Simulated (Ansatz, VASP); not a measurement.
**TaTeI2 in VASP and in Ansatz**

```xyz
4
Lattice="3.4675 0.0000 0.0000 0.0000 4.8366 0.0000 0.0000 0.0000 9.0059" Properties=species:S:1:pos:R:3 pbc="T T T"
Ta    1.7338    2.4183    0.0000
Te    0.0000    0.0000    0.0000
I     0.0000    2.4183    6.5983
I     0.0000    2.4183    2.4075
```

Alike in both runs: task relaxation of cell and atoms; functional PBE; k mesh 6 × 4 × 2; occupations gaussian, width 0.1 eV; no spin polarisation.

|  | VASP | Ansatz |
| --- | --- | --- |
| version | VASP 6.6.1 | Ansatz 0.2.0 |
| potentials or method | VASP PAW PBE potentials, release 64 (Ta_pv, Te, I), cutoff 600 eV | scalar-relativistic, plane waves, PAW |
| valence electrons in the cell | 31 | 63 |

```csv
,VASP,Ansatz,Ansatz less VASP
"gap on the k mesh at the Fermi level, each at its own relaxed structure (eV)",none,none,-
relaxed volume (Å³/atom),39.50,38.80,-0.701
relaxed length of the cell vector where the two differ most in proportion (Å),9.448,9.250,-0.1979
```

A gap of «none» marks a metal or a gap that the smearing closes. VASP's potentials hold 31 valence electrons a cell and Ansatz's 63, so a difference there can come from the potentials and not from the codes.

Neither program's run includes spin-orbit coupling.
